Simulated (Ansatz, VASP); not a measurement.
## SnTe: VASP beside Ansatz

INCAR

```
  ALGO = Normal
  DIPOL = 0.5 0.5 0.500
  EDIFF = 1E-6
  ENCUT = 400
  GGA_COMPAT = F
  IDIPOL = 3
  ISIF = 2
  ISMEAR = 0
  LASPH = T
  LCHARG = F
  LDIPOL = T
  LREAL = F
  LWAVE = F
  NBANDS = 50
  NELM = 120
  NELMDL = -8
  PREC = Accurate
  SIGMA = 0.05
```

KPOINTS

```
k-points
0
Gamma
  9 9 1
```

The input POSCAR:

```
SnTe
1.0
    4.4099644766      0.0000000000      0.0000000000
   -2.2049822383      3.8191412666      0.0000000000
    0.0000000000      0.0000000000     27.6025232101
Te Sn
4 4
Direct
    0.3333333333      0.6666666667      0.2717142901
    0.0000000000      0.0000000000      0.4021632672
    0.6666666667      0.3333333333      0.5326122443
    0.3333333333      0.6666666667      0.6630612213
    0.6666666667      0.3333333333      0.3369387787
    0.3333333333      0.6666666667      0.4673877557
    0.0000000000      0.0000000000      0.5978367328
    0.6666666667      0.3333333333      0.7282857099
```

Input for Ansatz:

```yaml
crystal:
  lattice:
    - [4.4099644766, 0.0, 0.0]
    - [-2.2049822383, 3.8191412666, 0.0]
    - [0.0, 0.0, 27.6025232101]
  atoms:
    - { symbol: Te, position: [0.3333333333, 0.6666666667, 0.2717142901] }
    - { symbol: Sn, position: [0.6666666667, 0.3333333333, 0.3369387787] }
    - { symbol: Te, position: [0.0, 0.0, 0.4021632672] }
    - { symbol: Sn, position: [0.3333333333, 0.6666666667, 0.4673877557] }
    - { symbol: Te, position: [0.6666666667, 0.3333333333, 0.5326122443] }
    - { symbol: Sn, position: [0.0, 0.0, 0.5978367328] }
    - { symbol: Te, position: [0.3333333333, 0.6666666667, 0.6630612213] }
    - { symbol: Sn, position: [0.6666666667, 0.3333333333, 0.7282857099] }
basis:
  ecutwfc: 420
kpoints:
  mp_grid: { grid: [9, 9, 1] }
hamiltonian:
  xc: lda
scf:
  occupations: { method: gaussian, width: 0.05 }
output:
  forces: true
  stress: true
  eigenvalues: true
  write_density: true
  write_potential: true
  elf: true
  volumetric_format: npy
efield:
  axis: 3
  dipole_correction: true
```

Alike in both runs: task single point; functional LDA; k mesh 9 × 9 × 1; occupations gaussian, width 0.05 eV; no spin polarisation.

```csv
,VASP,Ansatz
version,VASP 6.6.1,Ansatz 0.2.0
potentials or method,"VASP PAW LDA potentials, release 64 (Te, Sn_d), cutoff 400 eV","scalar-relativistic, plane waves, PAW"
valence electrons in the cell,80,120
```

VASP gave:

- gap on the k mesh at the Fermi level (eV): none
- rms of the force components (eV/Å): 0.556

Problem. Estimate Ansatz's values.

Solution. gap on the k mesh at the Fermi level (eV): none; rms of the force components (eV/Å): 0.561.

LDA's correlation is that of Perdew and Zunger in VASP and of Perdew and Wang (1992) in Ansatz. A gap of «none» marks a metal or a gap that the smearing closes. VASP's potentials hold 80 valence electrons a cell and Ansatz's 120, so a difference there can come from the potentials and not from the codes. Ansatz's warnings: xc potential rough in thin density.

Neither program's run includes spin-orbit coupling.
